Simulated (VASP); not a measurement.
# Sb (C2/m) in VASP: a series of runs

Runs on Sb. Level: PBE. Tasks: single point, relaxation of cell and atoms.

Program: VASP 6.6.1. These are calculated values, not measurements. Logs are shortened: lines on timing, memory, paths and dates and some standing lists are left out, and cuts for length are marked.

**1. The cell of the first run**

It takes space group C2/m (No. 12, monoclinic). Conventional cell: a = 4.439 Å, b = 6.482 Å, c = 2.519 Å, α = 90.00°, β = 124.24°, γ = 90.00°. Within 3.3 Å of Sb (site symmetry 2/m) lie 2 Sb at 2.52 Å.

**2. Single point, PBE**

Input file INCAR:

```
PREC     = Accurate       # precision mode
ENCUT    = 520            # plane-wave cutoff, eV
EDIFF    = 1E-7           # SCF threshold, eV
ISMEAR   = 0              # smearing method
SIGMA    = 0.1            # smearing width, eV
LREAL    = False          # projectors in reciprocal space
LASPH    = True           # aspherical terms in the spheres
NELM     = 60             # most SCF steps
ALGO     = Normal         # electronic algorithm
ISIF     = 2              # what is computed and relaxed
LWAVE    = False          # write WAVECAR
LCHARG   = False          # write CHGCAR
GGA      = PE             # functional
NBANDS   = 8              # bands
```

Input file KPOINTS:

```
Automatic mesh
0
Gamma
  6 6 8
```

Input file POSCAR:

```
Sb
1.0
    2.2196336500     -3.2412239400      0.0000000000
    2.2196336500      3.2412239400      0.0000000000
   -1.4173590500      0.0000000000      2.0821289500
Sb
1
Direct
    0.5000000000      0.5000000000      0.5000000000
```

Potentials or basis: VASP PAW PBE potentials, release 64 (Sb).

On the command line:

```
> cat potpaw_PBE.64/Sb/POTCAR > POTCAR
> mpirun -np 1 vasp_std > vasp.out
```

OUTCAR:

```text
PREC = Accurate
   ENCUT = 520
   EDIFF = 1E-7
   ISMEAR = 0
   LREAL = False
   LASPH = True
   NELM = 60
   ISIF = 2
   GGA = PE

 ion  position               nearest neighbor table
   1  0.500  0.500  0.500-

  LATTYP: Found a base centered monoclinic cell.
 ALAT       =     4.4392673000
 B/A-ratio  =     1.4602517582
 C/A-ratio  =     0.5673826213
 COS(beta)  =    -0.5627202655

  Lattice vectors:

 A1 = (   2.2196336500,  -3.2412239400,   0.0000000000)
 A2 = (   2.2196336500,   3.2412239400,   0.0000000000)
 A3 = (  -1.4173590500,   0.0000000000,   2.0821289500)

Analysis of symmetry for initial positions (statically):
=====================================================================
 Subroutine PRICEL returns:
 Original cell was already a primitive cell.

 Routine SETGRP: Setting up the symmetry group for a
 base centered monoclinic supercell.

 Subroutine GETGRP returns: Found  4 space group operations
 (whereof  4 operations were pure point group operations)
 out of a pool of  4 trial point group operations.

The static configuration has the point symmetry C_2h.

Analysis of symmetry for dynamics (positions and initial velocities):
=====================================================================
 Subroutine PRICEL returns:
 Original cell was already a primitive cell.

 Routine SETGRP: Setting up the symmetry group for a
 base centered monoclinic supercell.

 Subroutine GETGRP returns: Found  4 space group operations
 (whereof  4 operations were pure point group operations)
 out of a pool of  4 trial point group operations.

The dynamic configuration has the point symmetry C_2h.

 Subroutine INISYM returns: Found  4 space group operations
 (whereof  4 operations are pure point group operations),
 and found     1 'primitive' translations

----------------------------------------------------------------------------------------

                                     Primitive cell

  volume of cell :      29.9590

  direct lattice vectors                    reciprocal lattice vectors
     2.219633650 -3.241223940  0.000000000     0.225262399 -0.154262713  0.153341943
     2.219633650  3.241223940  0.000000000     0.225262399  0.154262713  0.153341943
    -1.417359050  0.000000000  2.082128950     0.000000000  0.000000000  0.480277650

  length of vectors
     3.928397405  3.928397405  2.518763117     0.313135569  0.313135569  0.480277650

  position of ions in fractional coordinates (direct lattice)
     0.500000000  0.500000000  0.500000000

  ion indices of the primitive-cell ions
   primitive index   ion index
                 1           1

----------------------------------------------------------------------------------------

 KPOINTS: Automatic mesh

Automatic generation of k-mesh.
 Grid dimensions read from file:
 generate k-points for:    6    6    8

 Generating k-lattice:

  Cartesian coordinates                     Fractional coordinates (reciprocal lattice)
     0.037543733 -0.025710452  0.025556991     0.166666667  0.000000000  0.000000000
     0.037543733  0.025710452  0.025556991     0.000000000  0.166666667  0.000000000
     0.000000000  0.000000000  0.060034706     0.000000000  0.000000000  0.125000000

  Length of vectors
     0.052189261  0.052189261  0.060034706

  Shift w.r.t. Gamma in fractional coordinates (k-lattice)
     0.000000000  0.000000000  0.000000000

 Subroutine IBZKPT returns following result:
 ===========================================

 Found     89 irreducible k-points:

 Following reciprocal coordinates:
            Coordinates               Weight
  0.000000  0.000000  0.000000      1.000000
  0.166667 -0.000000  0.000000      4.000000
  0.333333 -0.000000  0.000000      4.000000
  0.500000 -0.000000  0.000000      2.000000
  0.166667  0.166667  0.000000      2.000000
  0.333333  0.166667  0.000000      4.000000
[... 16 lines left out ...]
 -0.333333  0.166667  0.125000      4.000000
 -0.166667  0.166667  0.125000      4.000000
 [... further k-points ...]
   k-points           NKPTS =     89   k-points in BZ     NKDIM =     89   number of bands    NBANDS=      8
   number of dos      NEDOS =    301   number of ions     NIONS =      1
   total plane-waves  NPLWV =  18000
   dimension x,y,z NGX =    30 NGY =   30 NGZ =   20
   dimension x,y,z NGXF=    60 NGYF=   60 NGZF=   40
   ions per type =               1
   NGX,Y,Z   is equivalent  to a cutoff of  12.70, 12.70, 13.20 a.u.
   NGXF,Y,Z  is equivalent  to a cutoff of  25.39, 25.39, 26.40 a.u.
 SYSTEM =  unknown system
   PREC   = accura    normal or accurate (medium, high low for compatibility)
   ISTART =      0    job   : 0-new  1-cont  2-samecut
   ICHARG =      2    charge: 1-file 2-atom 10-const
   ISPIN  =      1    spin polarized calculation?
   LNONCOLLINEAR =      F non collinear calculations
   LSORBIT =      F    spin-orbit coupling
   LASPH  =      T    aspherical Exc in radial PAW
   ENCUT  =  520.0 eV  38.22 Ry    6.18 a.u.   7.30  7.30  4.68*2*pi/ulx,y,z
   NELM   =     60;   NELMIN=  2; NELMDL= -5     # of ELM steps
   EDIFF  = 0.1E-06   stopping-criterion for ELM
   LREAL  =      F    real-space projection
   EDIFFG = 0.1E-05   stopping-criterion for IOM
   NSW    =      0    number of steps for IOM
   IBRION =     -1    ionic relax: 0-MD 1-quasi-New 2-CG
   NFREE  =      0    steps in history (QN), initial steepest desc. (CG)
   ISIF   =      2    stress and relaxation
   ISYM   =      2    0-nonsym 1-usesym 2-fastsym
   POTIM  = 0.5000    time-step for ionic-motion
   TEBEG  =    0.0;   TEEND  =   0.0 temperature during run
   PSTRESS=    0.0 pullay stress
   NELECT =       5.0000    total number of electrons
   NUPDOWN=      -1.0000    fix difference up-down
   EMIN   =  10.00;   EMAX   =-10.00  energy-range for DOS
   EFERMI =   0.00;   METHOD = LEGACY
   ISMEAR =     0;   SIGMA  =   0.10  broadening in eV -4-tet -1-fermi 0-gaus
   EFERMI_NEDOS =   21; number of points for ismear=-14 and -15
   IALGO  =     38    algorithm
   IMIX   =      4    mixing-type and parameters
     AMIX     =   0.40;   BMIX     =  1.00
     AMIX_MAG =   1.60;   BMIX_MAG =  1.00
  volume/ion in A,a.u.               =      29.96       202.17
  Fermi-wavevector in a.u.,A,eV,Ry     =   0.901340  1.703286 11.053571  0.812415
  Thomas-Fermi vector in A             =   2.024409
   LORBIT       =      0    0 simple, 1 ext, 2 COOP (PROOUT), +10 PAW based schemes
   GGA     = PE    functional components
   LHFCALC =     F    Hartree Fock is set to
   AEXX    =    0.0000 exact exchange contribution
   IVDW    =     0    specifies the selected vdW correction
   LEPSILON=     F    determine dielectric tensor
   LRPA    =     F    only Hartree local field effects (RPA)
 non-spin polarized calculation
 Gauss-broadening in eV      SIGMA  =   0.10
  energy-cutoff  :      520.00
  volume of cell :       29.96
 maximum number of plane-waves:       819
 NGX is ok and might be reduce to    30
   NGX = 15   NGY = 15   NGZ =  9

 number of electron       5.0000000 magnetization

 Free energy of the ion-electron system (eV)
  ---------------------------------------------------
  ext. energy  EPLUGINS =         0.00000000
  ---------------------------------------------------
  free energy    TOTEN  =        -3.00648575 eV

  energy without entropy =       -3.00282043  energy(sigma->0) =       -3.00465309

 E-fermi :   6.8993     XC(G=0):  -9.5739

 val. band max:        6.8787956551   @ k =  -0.1667   0.5000   0.3750
 cond. band min:       6.9548557619   @ k =   0.1667  -0.0000   0.0000
 fundamental gap:      0.0760601068
 Fermi energy:         6.8993251600

 k-point     1 :       0.0000    0.0000    0.0000
  band No.  band energies     occupation
      1      -5.8254      2.00000
      2       7.4111      0.00000
      3       7.5908      0.00000
      4      11.9222      0.00000
      5      14.3499      0.00000
      6      14.7087      0.00000
      7      15.9739      0.00000
      8      19.3415      0.00000

 k-point     2 :       0.1667   -0.0000    0.0000
  band No.  band energies     occupation
      1      -5.5331      2.00000
      2       5.5364      2.00000
      3       6.9549      0.43227
      4      12.3513      0.00000
      5      14.4683      0.00000
      6      15.6237      0.00000
      7      19.1402      0.00000
      8      19.3491      0.00000

 k-point     3 :       0.3333   -0.0000    0.0000
  band No.  band energies     occupation
      1      -4.8015      2.00000
      2       2.8923      2.00000
      3       6.1854      2.00000
      4      11.0800      0.00000
      5      17.8025      0.00000
      6      18.4519      0.00000
      7      19.3910      0.00000
      8      22.3176      0.00000

 k-point     4 :       0.5000   -0.0000    0.0000
  band No.  band energies     occupation
      1      -4.3043      2.00000
      2       1.6972      2.00000
      3       5.8699      2.00000
      4      10.6369      0.00000
      5      19.4261      0.00000
      6      20.7510      0.00000
      7      21.2116      0.00000
      8      21.6260      0.00000

 k-point     5 :       0.1667    0.1667    0.0000
  band No.  band energies     occupation
      1      -5.0022      2.00000
      2       3.7327      2.00000
      3       5.7555      2.00000
      4      13.0304      0.00000
      5      14.1819      0.00000
      6      19.0034      0.00000
      7      19.6373      0.00000
      8      22.4809      0.00000
[... 177 lines left out ...]
 k-point    22 :       0.5000    0.1667    0.1250
  band No.  band energies     occupation
      1      -4.2322      2.00000
      2       3.2897      2.00000
      3       5.1479      2.00000
      4      14.2220      0.00000
      5      14.2707      0.00000
      6      15.8952      0.00000
      7      21.5953      0.00000
      8      22.3704      0.00000

 k-point    23 :      -0.3333    0.1667    0.1250
  band No.  band energies     occupation
      1      -4.8354      2.00000
      2       4.4529      2.00000
      3       7.0825      0.00957
      4      12.1857      0.00000
      5      14.4016      0.00000
      6      16.4001      0.00000
      7      17.7795      0.00000
      8      21.3369      0.00000

 k-point    24 :      -0.1667    0.1667    0.1250
  band No.  band energies     occupation
      1      -5.0456      2.00000
      2       5.4933      2.00000
      3       7.0554      0.02727
      4      13.3503      0.00000
      5      13.7714      0.00000
      6      15.5256      0.00000
      7      17.1328      0.00000
      8      20.0408      0.00000

 [... further k-points ...]
[... 5 lines left out ...]
  --------------------------------------------------------------------------------------
  -------------------------------------------------------------------------------------
  Total        2.4467231     -0.2158078      6.4525693      0.0000000      0.0000000     -4.7858194
  in kB      130.8481076    -11.5411661    345.0764342      0.0000000      0.0000000   -255.9404539
  external PRESSURE =     154.7944586 kB  Pullay stress =       0.0000000 kB

 VOLUME and BASIS-vectors are now :
 -----------------------------------------------------------------------------
  energy-cutoff  :      520.00
  volume of cell :       29.96
      direct lattice vectors                 reciprocal lattice vectors
     2.219633650 -3.241223940  0.000000000     0.225262399 -0.154262713  0.153341943
     2.219633650  3.241223940  0.000000000     0.225262399  0.154262713  0.153341943
    -1.417359050  0.000000000  2.082128950     0.000000000  0.000000000  0.480277650

 POSITION                                       TOTAL-FORCE (eV/Angst)
 -----------------------------------------------------------------------------------
      1.51095      0.00000      1.04106         0.000000     -0.000000      0.000000
 -----------------------------------------------------------------------------------
    total drift:                                0.000000      0.000000      0.000000

  FREE ENERGIE OF THE ION-ELECTRON SYSTEM (eV)
  ---------------------------------------------------
  free  energy   TOTEN  =        -3.0064857506 eV

  energy  without entropy=       -3.0028204290  energy(sigma->0) =       -3.00465309
```

Wall time 9.3 s (1 thread of Intel Xeon Platinum 8559C (Emerald Rapids), shared host); peak memory 0.15 GiB.

Results:

| Property | Result |
| --- | --- |
| Free energy | -3.0065 eV |
| Pressure | 15.5 GPa |

Stress tensor (GPa, compression positive):
```
 13.08   0.00 -25.59
  0.00  -1.15   0.00
-25.59   0.00  34.51
```

Caveat: the k points lie up to 0.38 Å⁻¹ apart; spin-orbit coupling is left out, which moves the levels of the heavy elements.

**3. Relaxation of cell and atoms, PBE**

Input file INCAR:

```
  ALGO = Normal
  EDIFF = 1E-6
  EDIFFG = -0.04
  ENCUT = 600
  GGA = PE
  IBRION = 2
  ISIF = 3
  ISMEAR = 0
  LASPH = T
  LCHARG = F
  LREAL = F
  LWAVE = F
  NELM = 100
  NSW = 90
  PREC = Accurate
  SIGMA = 0.1
```

Input file KPOINTS:

```
k-points
0
Gamma
  6 6 8
```

POSCAR is that of step 2.

Potentials or basis: VASP PAW PBE potentials, release 64 (Sb).

On the command line:

```
> cat potpaw_PBE.64/Sb/POTCAR > POTCAR
> mpirun -np 1 vasp_std > vasp.out
```

Wall time 63 s (1 thread of Intel Xeon Platinum 8559C (Emerald Rapids), shared host); peak memory 0.17 GiB.

Results (log left out):

- Free energy: -3.9246 eV
- Relaxed volume: 27.31 Å³/atom
- Relaxed cell: a = 3.408 Å, b = 3.408 Å, c = 3.145 Å, α = 111.24°, β = 111.24°, γ = 108.12°
- Space group after relaxing (to 0.05 Å): C2/m (No. 12)
- Energy gained by relaxing: 918.0 meV/atom
- Ionic steps: 17
- Pressure after relaxing: -0.1 GPa

Stress tensor (GPa, compression positive):
```
-0.17  0.00  0.00
 0.00  0.01  0.00
 0.00  0.00 -0.08
```

Step by step:
```tsv
step	energy change (eV)	largest force (eV/Å)	pressure (GPa)	volume (Å³)
1	0.0000	0.0000	15.48	29.96
2	-0.2612	0.0000	-9.08	41.89
3	-0.5318	0.0000	-5.56	35.22
4	-0.5337	0.0000	-6.22	35.65
5	-0.8084	0.0000	-3.70	30.56
6	-0.8319	0.0000	-1.62	29.06
7	-0.8651	0.0000	0.88	27.43
8	-0.8679	0.0000	1.96	26.88
9	-0.8920	0.0000	0.53	27.20
10	-0.8929	0.0000	0.37	27.26
11	-0.9057	0.0000	-0.51	27.61
12	-0.9079	0.0000	-1.20	27.81
13	-0.9147	0.0000	0.17	27.17
14	-0.9152	0.0000	-0.15	27.29
15	-0.9179	0.0000	0.20	27.18
16	-0.9179	0.0000	0.20	27.18
17	-0.9180	0.0000	-0.08	27.31
```

Final structure:
```xyz
1
Lattice="1.9723 -2.7594 -0.3330 1.9723 2.7594 -0.3330 -1.5026 0.0000 2.7631" Properties=species:S:1:pos:R:3 pbc="T T T"
Sb    1.2210    0.0000    1.0485
```

Levels at points of the mesh, in eV from the Fermi level:
| k point | band 1 | band 2 | band 3 | band 4 | band 5 | band 6 |
| --- | --- | --- | --- | --- | --- | --- |
| (0.00, 0.00, 0.00) | -12.85 | 4.55 | 5.06 | 5.85 | 9.58 | 10.13 |
| (0.50, 0.00, 0.00) | -9.15 | -5.68 | 1.53 | 4.63 | 5.88 | 8.30 |
| (0.50, 0.50, 0.00) | -9.38 | -5.64 | 1.84 | 3.25 | 6.13 | 6.73 |
| (0.00, 0.00, 0.50) | -7.79 | -5.23 | 0.25 | 2.48 | 4.91 | 5.83 |
| (0.50, 0.00, 0.50) | -8.87 | -5.67 | 1.52 | 4.28 | 5.99 | 7.88 |
| (0.50, 0.50, 0.50) | -5.82 | -2.96 | -2.06 | -0.98 | 2.77 | 3.32 |

Caveat: the k points lie up to 0.38 Å⁻¹ apart in the final cell; spin-orbit coupling is left out, which moves the levels of the heavy elements.
